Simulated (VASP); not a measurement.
Here is a VASP 6.6.1 calculation.

File INCAR:

```
  PREC = Accurate
  ENCUT = 520
  EDIFF = 1E-6
  ISMEAR = 0
  SIGMA = 0.02
  LREAL = F
  LASPH = T
  NELM = 60
  ALGO = Normal
  ISIF = 2
  LWAVE = F
  LCHARG = F
  GGA = PE
  NBANDS = 25
```

KPOINTS

```
regular mesh
0
Gamma
  6 6 4
```

Contents of POSCAR:

```
CO2
1.0
    2.5881221594     -2.4131140561     -0.0443097379
    2.5881221594      2.4131140561      0.0443097379
    0.0000000000      0.1222579663      6.6724788251
C O
2 4
Direct
   -0.0227486617      0.0227486617     -0.0073126021
    0.5067787571      0.4932212429      0.4813333053
    0.7983755490      0.2016244510      0.9022999768
    0.2033090725      0.7966909275      0.1207724665
    0.6914044151      0.3085955849      0.4028770600
    0.3228808680      0.6771191320      0.6000297935
```

Potentials or basis: VASP PAW PBE potentials, release 64 (C, O).

Command:

```sh
$ cat potpaw_PBE.64/C/POTCAR potpaw_PBE.64/O/POTCAR > POTCAR
$ mpirun -np 1 vasp_std > vasp.out
```

(1) Predict the pressure.

(2) Predict the largest force.

(3) Predict the band gap on the k mesh.

Answers

(1) 18.8 GPa.

(2) 28.782 eV/Å.

(3) 5.76 eV (least direct gap 5.96 eV).

Caveat: the cell differs from its parent crystal (strained and its atoms moved); the stress differs along the axes, from 2 to 40 GPa; this functional lacks dispersion, which holds the molecules together, so the pressure and a relaxed volume are unreliable; forces of over 1 eV/Å act on the atoms, so gaps and moduli don't describe the material at rest.
